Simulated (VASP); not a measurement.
Crystal: Mo.

```
Mo
1.0
    -1.57342    1.57342    1.57342
     1.57342   -1.57342    1.57342
     1.57342    1.57342   -1.57342
Mo
1
Cartesian
  0.0000 0.0000 0.0000
```

| Property | Result |
| --- | --- |
| Program | VASP 6.6.1 |
| Task | relaxation of cell and atoms |
| Functional | PBEsol |
| Potentials or basis | VASP PAW PBE potentials, release 64 (Mo_sv) |
| Cutoff | 600 eV |
| k mesh | 9 × 9 × 9 |
| Occupations | methfessel-paxton, width 0.1 eV |
| Spin | no spin polarisation |

At the start: pressure -4.5 GPa; volume 15.58 Å³/atom.

Question: How do energy, volume and symmetry change on relaxing?

Answer: Over 3 steps the energy falls by 3.6 meV/atom and the volume is 15.33 Å³/atom (-1.6 %); space group Im-3m (No. 229, to 0.05 Å).

Step by step:
| step | energy change (eV) | largest force (eV/Å) | pressure (GPa) | volume (Å³) |
| --- | --- | --- | --- | --- |
| 1 | 0.0000 | 0.0000 | -4.47 | 15.58 |
| 2 | 0.0281 | 0.0000 | 14.94 | 14.62 |
| 3 | -0.0036 | 0.0000 | -0.08 | 15.33 |

Final structure:
```
Mo
1.0
    -1.56507    1.56507    1.56507
     1.56507   -1.56507    1.56507
     1.56507    1.56507   -1.56507
Mo
1
Direct
  0.00000 0.00000 0.00000
```

Caveat: the PAW data sets were made with another functional, which shifts forces and pressure a little.
